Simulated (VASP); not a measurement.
# MgO (Periclase) (Fm-3m) in VASP: notebook, part 2 of 2

VASP 6.6.1. The steps go on from the part before.

## Step 3: Single point, r2SCAN (volume scaled by 0.840)

The input, POSCAR:

```
MgO
1.0
    0.0000000000      1.9835195785      1.9835195785
    1.9835195785      0.0000000000      1.9835195785
    1.9835195785      1.9835195785      0.0000000000
Mg O
1 1
Direct
    0.0000000000      0.0000000000      0.0000000000
    0.5000000000      0.5000000000      0.5000000000
```

The input, INCAR.step1:

```
SYSTEM = MgO
PREC = Accurate
ENCUT = 520
ISMEAR = 0
SIGMA = 0.05
LREAL = .False.
LASPH = .True.
NELM = 60
NBANDS = 11
GGA = PE
ALGO = Normal
EDIFF = 1E-4
LWAVE = .True.
LCHARG = .False.
```

The input, INCAR.step2:

```
SYSTEM = MgO
PREC = Accurate
ENCUT = 520
EDIFF = 1E-7
ISMEAR = 0
SIGMA = 0.05
LREAL = .False.
LASPH = .True.
NELM = 60
ALGO = Normal
ISIF = 2
LWAVE = .False.
LCHARG = .False.
METAGGA = R2SCAN
LMIXTAU = .True.
NBANDS = 11
ISTART = 1
```

The input, KPOINTS:

```
Automatic mesh
0
Gamma
  8 8 8
  0 0 0
```

Potentials or basis: VASP PAW PBE potentials, release 64 (Mg, O).

Run with:

```
cat potpaw_PBE.64/Mg/POTCAR potpaw_PBE.64/O/POTCAR > POTCAR
cp INCAR.step1 INCAR
mpirun -np 1 vasp_std > vasp.out
cp INCAR.step2 INCAR
mpirun -np 1 vasp_std > vasp.out
```

It took 14 s on 1 thread of Intel Xeon 6975P-C (Granite Rapids), shared host; peak memory 0.14 GiB.

Results (log left out):

```
Free energy            : -15.8448 eV
Pressure               : 40.6 GPa
Band gap on the k mesh : 7.64 eV, direct
```

Levels at points of the mesh, in eV from the valence-band top:
```csv
k point,band 1,band 2,band 3,band 4,band 5,band 6,band 7,band 8,band 9
"(0.00, 0.00, 0.00)",-19.22,0.00,0.00,0.00,7.64,17.88,17.88,17.88,22.57
"(0.50, 0.00, 0.00)",-17.47,-5.48,-0.91,-0.91,10.06,16.04,19.40,19.40,25.43
"(0.50, 0.50, 0.00)",-17.17,-4.89,-1.65,-1.65,10.21,13.24,16.43,23.42,23.42
```

Caveat: the PAW data sets were made with another functional, which shifts forces and pressure a little.

## Step 4: Single point, r2SCAN (volume scaled by 0.920)

The input, POSCAR:

```
MgO
1.0
    0.0000000000      2.0445889312      2.0445889312
    2.0445889312      0.0000000000      2.0445889312
    2.0445889312      2.0445889312      0.0000000000
Mg O
1 1
Direct
    0.0000000000      0.0000000000      0.0000000000
    0.5000000000      0.5000000000      0.5000000000
```

The input, INCAR.step1:

```
PREC = Accurate ; ENCUT = 520
ISMEAR = 0 ; SIGMA = 0.05
LREAL = F ; LASPH = T
NELM = 80 ; NBANDS = 11
GGA = PE ; ALGO = Normal
EDIFF = 1E-4 ; LWAVE = T
LCHARG = F
```

The input, INCAR.step2:

```
PREC = Accurate ; ENCUT = 520
EDIFF = 1E-6 ; ISMEAR = 0
SIGMA = 0.05 ; LREAL = F
LASPH = T ; NELM = 80
ALGO = Normal ; ISIF = 2
LWAVE = F ; LCHARG = F
METAGGA = R2SCAN ; LMIXTAU = T
NBANDS = 11 ; ISTART = 1
```

The input, KPOINTS:

```
regular mesh
0
Gamma
  8 8 8
```

Potentials or basis: VASP PAW PBE potentials, release 64 (Mg, O).

Run with:

```
cat potpaw_PBE.64/Mg/POTCAR potpaw_PBE.64/O/POTCAR > POTCAR
cp INCAR.step1 INCAR
mpirun -np 1 vasp_std > vasp.out
cp INCAR.step2 INCAR
mpirun -np 1 vasp_std > vasp.out
```

OUTCAR:

```text
PREC = Accurate
   ENCUT = 520
   EDIFF = 1E-6
   ISMEAR = 0
   LREAL = F
   LASPH = T
   NELM = 80
   ISIF = 2
   METAGGA = R2SCAN
   ISTART = 1

 ion  position               nearest neighbor table
   1  0.000  0.000  0.000-   2 2.04   2 2.04   2 2.04   2 2.04   2 2.04   2 2.04
   2  0.500  0.500  0.500-   1 2.04   1 2.04   1 2.04   1 2.04   1 2.04   1 2.04

  LATTYP: Found a face centered cubic cell.
 ALAT       =     4.0891778624

  Lattice vectors:
[... 513 lines left out ...]
      3       1.3123      2.00000
      4       2.3287      2.00000
      5      14.7594      0.00000
      6      17.6506      0.00000
      7      19.1736      0.00000
      8      22.7244      0.00000
      9      26.3570      0.00000
     10      28.2301      0.00000
     11      32.7123      0.00000

 [... further k-points ...]
[... 5 lines left out ...]
  --------------------------------------------------------------------------------------
  -------------------------------------------------------------------------------------
  Total        1.6369114      1.6369114      1.6369114      0.0000000      0.0000000      0.0000000
  in kB      153.4220395    153.4220395    153.4220395      0.0000000      0.0000000      0.0000000
  external PRESSURE =     153.4220395 kB  Pullay stress =       0.0000000 kB

 VOLUME and BASIS-vectors are now :
 -----------------------------------------------------------------------------
  energy-cutoff  :      520.00
  volume of cell :       17.09
      direct lattice vectors                 reciprocal lattice vectors
     0.000000000  2.044588931  2.044588931    -0.244547934  0.244547934  0.244547934
     2.044588931  0.000000000  2.044588931     0.244547934 -0.244547934  0.244547934
     2.044588931  2.044588931  0.000000000     0.244547934  0.244547934 -0.244547934

 POSITION                                       TOTAL-FORCE (eV/Angst)
 -----------------------------------------------------------------------------------
      0.00000      0.00000      0.00000        -0.000000     -0.000000      0.000000
      2.04459      2.04459      2.04459         0.000000      0.000000     -0.000000
 -----------------------------------------------------------------------------------
    total drift:                               -0.000000     -0.000000      0.000000

  FREE ENERGIE OF THE ION-ELECTRON SYSTEM (eV)
  ---------------------------------------------------
  free  energy   TOTEN  =       -16.0982204915 eV

  energy  without entropy=      -16.0982204915  energy(sigma->0) =      -16.09822049
```

OUTCAR.step1:

```text
PREC = Accurate
   ENCUT = 520
   ISMEAR = 0
   LREAL = F
   LASPH = T
[... 557 lines left out ...]
 -----------------------------------------------------------------------------------
      0.00000      0.00000      0.00000         0.000000     -0.000000      0.000000
      2.04459      2.04459      2.04459        -0.000000      0.000000     -0.000000
 -----------------------------------------------------------------------------------
    total drift:                               -0.000000     -0.000000      0.000000

  FREE ENERGIE OF THE ION-ELECTRON SYSTEM (eV)
  ---------------------------------------------------
  free  energy   TOTEN  =       -11.7818061015 eV

  energy  without entropy=      -11.7818061015  energy(sigma->0) =      -11.78180610
```

Wall time 12 s (1 thread of Intel Xeon 6975P-C (Granite Rapids), shared host); peak memory 0.14 GiB.

What came out:

- Free energy: -16.0982 eV
- Pressure: 15.3 GPa
- Band gap on the k mesh: 6.55 eV, direct

Caveat: the PAW data sets were made with another functional, which shifts forces and pressure a little.

## Step 5: The runs side by side

```csv
cell,gap on the mesh (eV),pressure (GPa)
"a = 2.760 Å, angles 60.0°, 2 atoms",8.27,58.1
"a = 2.805 Å, angles 60.0°, 2 atoms",7.64,40.6
"a = 2.891 Å, angles 60.0°, 2 atoms",6.55,15.3
```

Alike in all rows: task single point; level r2SCAN; potentials or basis VASP PAW PBE potentials, release 64 (Mg, O); no spin polarisation; k mesh 8 × 8 × 8; cutoff (eV) 520; smearing gaussian 0.05 eV.

Caveats: the PAW data sets were made with another functional, which shifts forces and pressure a little.

Total energies depend on the potentials used, so only differences within one code and one set of settings carry meaning.
